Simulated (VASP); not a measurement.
# TiSi2 (Cmcm) in VASP: notebook

Runs on TiSi2. Level: PBE. Tasks: single point.

All numbers are computed with VASP 6.6.1; they aren't measurements. Logs are shortened: lines on timing, memory, paths and dates and some standing lists are left out, and cuts for length are marked.

## 1. The cell of the first run

Symmetry: Cmcm, No. 63, orthorhombic system. Conventional cell: a = 3.500 Å, b = 13.929 Å, c = 3.531 Å, α = 90.00°, β = 90.00°, γ = 90.00°. Ti (site symmetry m2m) has 10 Si at 2.56 to 2.86 Å and 6 Ti at 3.37 to 3.53 Å within 3.6 Å. Within 3.2 Å of Si (site symmetry m2m) lie 6 Si at 2.41 to 3.19 Å and 6 Ti at 2.56 to 2.86 Å. Within 3.3 Å of Si (site symmetry m2m) lie 8 Si at 2.49 to 3.19 Å and 4 Ti at 2.69 to 2.70 Å.

## 2. Single point, PBE (14.35 Å³/atom)

File INCAR:

```
PREC     = Accurate       # precision mode
ENCUT    = 520            # plane-wave cutoff, eV
EDIFF    = 1E-6           # SCF threshold, eV
ISMEAR   = 0              # smearing method
SIGMA    = 0.15           # smearing width, eV
LREAL    = F              # projectors in reciprocal space
LASPH    = T              # aspherical terms in the spheres
NELM     = 80             # most SCF steps
ALGO     = Normal         # electronic algorithm
ISIF     = 2              # what is computed and relaxed
LWAVE    = F              # write WAVECAR
LCHARG   = F              # write CHGCAR
GGA      = PE             # functional
NBANDS   = 29             # bands
```

File KPOINTS:

```
regular mesh
0
Gamma
  12 12 12
```

File POSCAR:

```
TiSi2
1.0
    1.7501060780     -6.9643791258      0.0000000000
    1.7501060780      6.9643791258      0.0000000000
    0.0000000000      0.0000000000      3.5314981693
Ti Si
2 4
Direct
    0.8968075259      0.1031924741      0.7500000000
    0.1031924741      0.8968075259      0.2500000000
    0.5591373592      0.4408626408      0.7500000000
    0.4408626408      0.5591373592      0.2500000000
    0.2498287182      0.7501712818      0.7500000000
    0.7501712818      0.2498287182      0.2500000000
```

Potentials or basis: VASP PAW PBE potentials, release 64 (Ti_sv, Si).

Command:

```
$ cat potpaw_PBE.64/Ti_sv/POTCAR potpaw_PBE.64/Si/POTCAR > POTCAR
$ mpirun -np 1 vasp_std > vasp.out
```

OUTCAR:

```text
PREC = Accurate
   ENCUT = 520
   EDIFF = 1E-6
   ISMEAR = 0
   LREAL = F
   LASPH = T
   NELM = 80
   ISIF = 2
   GGA = PE

 ion  position               nearest neighbor table
   1  0.897  0.103  0.750-   4 2.56   4 2.56   4 2.56   4 2.56   5 2.69   5 2.69   6 2.70   6 2.70
                             3 2.86   3 2.86
   2  0.103  0.897  0.250-   3 2.56   3 2.56   3 2.56   3 2.56   6 2.69   6 2.69   5 2.70   5 2.70
                             4 2.86   4 2.86
   3  0.559  0.441  0.750-   4 2.41   4 2.41   2 2.56   2 2.56   2 2.56   2 2.56   1 2.86   1 2.86

   4  0.441  0.559  0.250-   3 2.41   3 2.41   1 2.56   1 2.56   1 2.56   1 2.56   2 2.86   2 2.86

   5  0.250  0.750  0.750-   6 2.49   6 2.49   6 2.49   6 2.49   1 2.69   1 2.69   2 2.70   2 2.70

   6  0.750  0.250  0.250-   5 2.49   5 2.49   5 2.49   5 2.49   2 2.69   2 2.69   1 2.70   1 2.70

  LATTYP: Found a base centered orthorhombic cell.
 ALAT       =     3.5002121560
 B/A-ratio  =     3.9794039992
 C/A-ratio  =     1.0089383191

  Lattice vectors:

 A1 = (   1.7501060780,  -6.9643791258,   0.0000000000)
 A2 = (   1.7501060780,   6.9643791258,   0.0000000000)
 A3 = (   0.0000000000,   0.0000000000,   3.5314981693)

Analysis of symmetry for initial positions (statically):
=====================================================================
 Subroutine PRICEL returns:
 Original cell was already a primitive cell.

 Routine SETGRP: Setting up the symmetry group for a
 base centered orthorhombic supercell.

 Subroutine GETGRP returns: Found  8 space group operations
 (whereof  4 operations were pure point group operations)
 out of a pool of  8 trial point group operations.

The static configuration has the point symmetry C_2h.
 The point group associated with its full space group is D_2h.

Analysis of symmetry for dynamics (positions and initial velocities):
=====================================================================
 Subroutine PRICEL returns:
 Original cell was already a primitive cell.

 Routine SETGRP: Setting up the symmetry group for a
 base centered orthorhombic supercell.

 Subroutine GETGRP returns: Found  8 space group operations
 (whereof  4 operations were pure point group operations)
 out of a pool of  8 trial point group operations.

The dynamic configuration has the point symmetry C_2h.
 The point group associated with its full space group is D_2h.

 Subroutine INISYM returns: Found  8 space group operations
 (whereof  4 operations are pure point group operations),
 and found     1 'primitive' translations

----------------------------------------------------------------------------------------

                                     Primitive cell

  volume of cell :      86.0866

  direct lattice vectors                    reciprocal lattice vectors
     1.750106078 -6.964379126  0.000000000     0.285696968 -0.071793909  0.000000000
     1.750106078  6.964379126  0.000000000     0.285696968  0.071793909  0.000000000
     0.000000000  0.000000000  3.531498169     0.000000000  0.000000000  0.283165940

  length of vectors
     7.180908570  7.180908570  3.531498169     0.294579570  0.294579570  0.283165940

  position of ions in fractional coordinates (direct lattice)
     0.896807526  0.103192474  0.750000000
     0.103192474  0.896807526  0.250000000
     0.559137359  0.440862641  0.750000000
     0.440862641  0.559137359  0.250000000
     0.249828718  0.750171282  0.750000000
     0.750171282  0.249828718  0.250000000

  ion indices of the primitive-cell ions
   primitive index   ion index
                 1           1
                 2           2
                 3           3
                 4           4
                 5           5
                 6           6

----------------------------------------------------------------------------------------

 KPOINTS: regular mesh

Automatic generation of k-mesh.
 Grid dimensions read from file:
 generate k-points for:   12   12   12

 Generating k-lattice:

  Cartesian coordinates                     Fractional coordinates (reciprocal lattice)
     0.023808081 -0.005982826  0.000000000     0.083333333 -0.000000000  0.000000000
     0.023808081  0.005982826  0.000000000    -0.000000000  0.083333333  0.000000000
     0.000000000  0.000000000  0.023597162     0.000000000  0.000000000  0.083333333

  Length of vectors
     0.024548297  0.024548297  0.023597162

  Shift w.r.t. Gamma in fractional coordinates (k-lattice)
     0.000000000  0.000000000  0.000000000

 Subroutine IBZKPT returns following result:
 ===========================================

 Found    301 irreducible k-points:

 Following reciprocal coordinates:
            Coordinates               Weight
  0.000000  0.000000  0.000000      1.000000
  0.083333  0.000000  0.000000      4.000000
  0.166667 -0.000000  0.000000      4.000000
  0.250000  0.000000  0.000000      4.000000
  0.333333 -0.000000  0.000000      4.000000
  0.416667 -0.000000  0.000000      4.000000
[... 16 lines left out ...]
  0.500000  0.166667  0.000000      4.000000
 -0.416667  0.166667  0.000000      4.000000
 [... further k-points ...]
   k-points           NKPTS =    301   k-points in BZ     NKDIM =    301   number of bands    NBANDS=     29
   number of dos      NEDOS =    301   number of ions     NIONS =      6
   total plane-waves  NPLWV =  81648
   dimension x,y,z NGX =    54 NGY =   54 NGZ =   28
   dimension x,y,z NGXF=   108 NGYF=  108 NGZF=   56
   ions per type =               2   4
   NGX,Y,Z   is equivalent  to a cutoff of  12.50, 12.50, 13.18 a.u.
   NGXF,Y,Z  is equivalent  to a cutoff of  25.00, 25.00, 26.36 a.u.
 SYSTEM =  unknown system
   PREC   = accura    normal or accurate (medium, high low for compatibility)
   ISTART =      0    job   : 0-new  1-cont  2-samecut
   ICHARG =      2    charge: 1-file 2-atom 10-const
   ISPIN  =      1    spin polarized calculation?
   LNONCOLLINEAR =      F non collinear calculations
   LSORBIT =      F    spin-orbit coupling
   LASPH  =      T    aspherical Exc in radial PAW
   ENCUT  =  520.0 eV  38.22 Ry    6.18 a.u.  13.35 13.35  6.57*2*pi/ulx,y,z
   NELM   =     80;   NELMIN=  2; NELMDL= -5     # of ELM steps
   EDIFF  = 0.1E-05   stopping-criterion for ELM
   LREAL  =      F    real-space projection
   EDIFFG = 0.1E-04   stopping-criterion for IOM
   NSW    =      0    number of steps for IOM
   IBRION =     -1    ionic relax: 0-MD 1-quasi-New 2-CG
   NFREE  =      0    steps in history (QN), initial steepest desc. (CG)
   ISIF   =      2    stress and relaxation
   ISYM   =      2    0-nonsym 1-usesym 2-fastsym
   POTIM  = 0.5000    time-step for ionic-motion
   TEBEG  =    0.0;   TEEND  =   0.0 temperature during run
   PSTRESS=    0.0 pullay stress
   NELECT =      40.0000    total number of electrons
   NUPDOWN=      -1.0000    fix difference up-down
   EMIN   =  10.00;   EMAX   =-10.00  energy-range for DOS
   EFERMI =   0.00;   METHOD = LEGACY
   ISMEAR =     0;   SIGMA  =   0.15  broadening in eV -4-tet -1-fermi 0-gaus
   EFERMI_NEDOS =   21; number of points for ismear=-14 and -15
   IALGO  =     38    algorithm
   IMIX   =      4    mixing-type and parameters
     AMIX     =   0.40;   BMIX     =  1.00
     AMIX_MAG =   1.60;   BMIX_MAG =  1.00
  volume/ion in A,a.u.               =      14.35        96.82
  Fermi-wavevector in a.u.,A,eV,Ry     =   1.267991  2.396156 21.875470  1.607802
  Thomas-Fermi vector in A             =   2.401110
   LORBIT       =      0    0 simple, 1 ext, 2 COOP (PROOUT), +10 PAW based schemes
   GGA     = PE    functional components
   LHFCALC =     F    Hartree Fock is set to
   AEXX    =    0.0000 exact exchange contribution
   IVDW    =     0    specifies the selected vdW correction
   LEPSILON=     F    determine dielectric tensor
   LRPA    =     F    only Hartree local field effects (RPA)
 non-spin polarized calculation
 Gauss-broadening in eV      SIGMA  =   0.15
  energy-cutoff  :      520.00
  volume of cell :       86.09
 maximum number of plane-waves:      2350
 NGX is ok and might be reduce to    54
   NGX = 27   NGY = 27   NGZ = 13

 number of electron      39.9999999 magnetization

 Free energy of the ion-electron system (eV)
  ---------------------------------------------------
  ext. energy  EPLUGINS =         0.00000000
  ---------------------------------------------------
  free energy    TOTEN  =       -40.69715200 eV

  energy without entropy =      -40.67961242  energy(sigma->0) =      -40.68838221

 E-fermi :  10.3916     XC(G=0): -11.5854

 val. band max:       10.3906214558   @ k =  -0.2500   0.0833   0.0000
 cond. band min:      10.3923475714   @ k =   0.4167   0.4167   0.0000
 fundamental gap:      0.0017261156
 Fermi energy:        10.3915507908

 k-point     1 :       0.0000    0.0000    0.0000
  band No.  band energies     occupation
      1     -46.4716      2.00000
      2     -46.4643      2.00000
      3     -22.8338      2.00000
      4     -22.7708      2.00000
      5     -22.7605      2.00000
      6     -22.7600      2.00000
[... 21 lines left out ...]
     28      13.2196      0.00000
     29      13.4732      0.00000

 k-point     2 :       0.0833    0.0000    0.0000
  band No.  band energies     occupation
      1     -46.4712      2.00000
      2     -46.4640      2.00000
      3     -22.8330      2.00000
      4     -22.7762      2.00000
      5     -22.7655      2.00000
      6     -22.7596      2.00000
[... 21 lines left out ...]
     28      13.3442      0.00000
     29      13.6244      0.00000

 k-point     3 :       0.1667   -0.0000    0.0000
  band No.  band energies     occupation
      1     -46.4703      2.00000
      2     -46.4632      2.00000
      3     -22.8305      2.00000
      4     -22.7910      2.00000
      5     -22.7791      2.00000
      6     -22.7586      2.00000
[... 21 lines left out ...]
     28      13.4734      0.00000
     29      13.6561      0.00000

 k-point     4 :       0.2500    0.0000    0.0000
  band No.  band energies     occupation
      1     -46.4691      2.00000
      2     -46.4620      2.00000
      3     -22.8273      2.00000
      4     -22.8110      2.00000
      5     -22.7977      2.00000
      6     -22.7573      2.00000
[... 597 lines left out ...]
     28      13.2701      0.00000
     29      13.7275      0.00000

 k-point    23 :       0.5000    0.1667    0.0000
  band No.  band energies     occupation
      1     -46.4679      2.00000
      2     -46.4609      2.00000
      3     -22.8320      2.00000
      4     -22.8220      2.00000
      5     -22.8160      2.00000
      6     -22.7572      2.00000
[... 21 lines left out ...]
     28      13.4632      0.00000
     29      13.6714      0.00000

 k-point    24 :      -0.4167    0.1667    0.0000
  band No.  band energies     occupation
      1     -46.4691      2.00000
      2     -46.4621      2.00000
      3     -22.8259      2.00000
      4     -22.8109      2.00000
      5     -22.7975      2.00000
      6     -22.7590      2.00000
[... 21 lines left out ...]
     28      13.2469      0.00000
     29      14.0029      0.00000

 [... further k-points ...]
[... 5 lines left out ...]
  --------------------------------------------------------------------------------------
  -------------------------------------------------------------------------------------
  Total        1.9919986     -2.4300489      2.0532785      0.0000000     -0.0000000      0.0000000
  in kB       37.0735228    -45.2261717     38.2140170      0.0000000     -0.0000000      0.0000000
  external PRESSURE =      10.0204560 kB  Pullay stress =       0.0000000 kB

 VOLUME and BASIS-vectors are now :
 -----------------------------------------------------------------------------
  energy-cutoff  :      520.00
  volume of cell :       86.09
      direct lattice vectors                 reciprocal lattice vectors
     1.750106078 -6.964379126  0.000000000     0.285696968 -0.071793909  0.000000000
     1.750106078  6.964379126  0.000000000     0.285696968  0.071793909  0.000000000
     0.000000000  0.000000000  3.531498169     0.000000000  0.000000000  0.283165940

 POSITION                                       TOTAL-FORCE (eV/Angst)
 -----------------------------------------------------------------------------------
      1.75011     -5.52704      2.64862         0.000000      0.297216      0.000000
      1.75011      5.52704      0.88287         0.000000     -0.297216      0.000000
      1.75011     -0.82371      2.64862         0.000000      0.206886      0.000000
      1.75011      0.82371      0.88287         0.000000     -0.206886     -0.000000
      1.75011      3.48458      2.64862         0.000000     -0.004216      0.000000
      1.75011     -3.48458      0.88287         0.000000      0.004216     -0.000000
 -----------------------------------------------------------------------------------
    total drift:                                0.000000      0.000000      0.000000

  FREE ENERGIE OF THE ION-ELECTRON SYSTEM (eV)
  ---------------------------------------------------
  free  energy   TOTEN  =       -40.6971520011 eV

  energy  without entropy=      -40.6796124159  energy(sigma->0) =      -40.68838221
```

Run time: 16 min. Hardware: 1 thread of AMD EPYC 7R13 (Zen 3), shared host; peak memory 0.69 GiB.

What came out:

- Free energy: -40.6972 eV
- Pressure: 1.0 GPa
- Largest force: 0.297 eV/Å
- Band gap on the k mesh: zero (bands 20 and 21 overlap by 0.97 eV)

Forces in eV/Å, atoms in the order of the input:
```
Ti   0.000  0.297  0.000
Ti   0.000 -0.297  0.000
Si   0.000  0.207  0.000
Si   0.000 -0.207  0.000
Si   0.000 -0.004  0.000
Si   0.000  0.004  0.000
```

Stress tensor (GPa, compression positive):
```
 3.71  0.00  0.00
 0.00 -4.52  0.00
 0.00  0.00  3.82
```

Caveat: the stress differs along the axes, from -5 to 4 GPa.

## 3. Single point, PBE (15.11 Å³/atom)

This run uses another cell than the first one, of 15.11 Å³/atom.

File INCAR:

```
SYSTEM = TiSi2
  PREC = Accurate
  ENCUT = 520
  EDIFF = 1E-7
  ISMEAR = 0
  SIGMA = 0.15
  LREAL = .FALSE.
  LASPH = .TRUE.
  NELM = 80
  ALGO = Normal
  ISIF = 2
  LWAVE = .FALSE.
  LCHARG = .FALSE.
  GGA = PE
  NBANDS = 29
```

File KPOINTS:

```
Automatic mesh
0
G
  12 12 12
  0 0 0
```

File POSCAR:

```
TiSi2
1.0
    1.8370458170     -6.6579012420      0.0000000000
    1.8370458170      6.6579012420      0.0000000000
    0.0000000000      0.0000000000      3.7069318358
Ti Si
2 4
Direct
    0.8968075258      0.1031924742      0.7500000000
    0.1031924742      0.8968075258      0.2500000000
    0.5591373591      0.4408626409      0.7500000000
    0.4408626409      0.5591373591      0.2500000000
    0.2498287182      0.7501712818      0.7500000000
    0.7501712818      0.2498287182      0.2500000000
```

Potentials or basis: VASP PAW PBE potentials, release 64 (Ti_sv, Si).

Command:

```
$ cat potpaw_PBE.64/Ti_sv/POTCAR potpaw_PBE.64/Si/POTCAR > POTCAR
$ mpirun -np 1 vasp_std > vasp.out
```

Wall time 20 min (1 thread of AMD EPYC 7R13 (Zen 3), shared host); peak memory 0.71 GiB.

Results (log left out):

| Quantity | Value |
| --- | --- |
| Free energy | -40.5377 eV |
| Pressure | -6.9 GPa |
| Largest force | 0.236 eV/Å |
| Band gap on the k mesh | zero (bands 20 and 21 overlap by 0.89 eV) |

Forces on the atoms (eV/Å):
```
Ti   0.000 -0.236  0.000
Ti   0.000  0.236  0.000
Si   0.000 -0.075  0.000
Si   0.000  0.075  0.000
Si   0.000  0.021  0.000
Si   0.000 -0.021  0.000
```

Stress tensor (GPa, compression positive):
```
-10.10   0.00   0.00
  0.00   0.38   0.00
  0.00   0.00 -10.96
```

Levels at points of the mesh, in eV from the Fermi level:
```csv
k point,band 16,band 17,band 18,band 19,band 20,band 21,band 22,band 23,band 24,band 25
"(0.00, 0.00, 0.00)",-2.25,-2.17,-1.74,-1.66,0.36,0.45,0.73,0.83,1.11,1.74
"(0.50, 0.00, 0.00)",-2.09,-1.69,-1.10,-0.66,-0.52,-0.50,0.66,1.12,1.36,1.59
"(0.50, 0.50, 0.00)",-2.70,-2.44,-2.10,-0.89,0.27,0.51,0.53,0.84,0.94,2.05
"(0.00, 0.00, 0.50)",-2.34,-1.28,-1.28,-0.06,-0.06,1.07,1.07,1.37,1.37,1.37
"(0.50, 0.00, 0.50)",-3.95,-2.85,-2.85,-2.23,-2.23,1.58,1.58,1.59,1.59,2.56
"(0.50, 0.50, 0.50)",-2.99,-2.06,-2.06,-0.97,-0.97,0.35,0.35,1.41,1.41,2.26
```

Caveat: the stress differs along the axes, from -11 to 0 GPa.

[end of part 1 of 2]
